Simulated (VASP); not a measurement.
Runs of VASP 6.6.1 on HfB2. The structure is that of space group P6/mmm (No. 191), or close to it. The cells are those of the table. 

| cell | cutoff (eV) | gap on the mesh (eV) | pressure (GPa) |
| --- | --- | --- | --- |
| a = 3.076, b = 3.076, c = 3.409 Å, angles 90.0, 90.0, 120.0°, 3 atoms | 520 | none | (b) |
| a = 3.171, b = 3.171, c = 3.480 Å, angles 90.0, 90.0, 120.0°, 3 atoms | 420 | none | -4.1 |
| a = 3.109, b = 3.109, c = 3.480 Å, angles 90.0, 90.0, 120.0°, 3 atoms | 520 | none | 6.6 |
| a = 3.161, b = 3.161, c = 3.503 Å, angles 90.0, 90.0, 120.0°, 3 atoms | 520 | none | (a) |
| a = 3.141, b = 3.099, c = 3.481 Å, angles 89.4, 88.3, 118.7°, 3 atoms | 520 | none | 1.8 |

Alike in all rows: task electric field gradients; level PBE; potentials or basis VASP PAW PBE potentials, release 64 (Hf_pv, B); no spin polarisation; k mesh 13 × 13 × 11; smearing fermi-dirac 0.05 eV.

Q: Estimate the missing entries.

A: (a) -3.9; (b) 18.9.

Caveats: spin-orbit coupling is left out, which moves the levels of the heavy elements.

A k mesh can miss the band edges, and the runs leave out spin-orbit coupling on Hf.

A gap of «none» marks levels without a gap at the run's occupations.
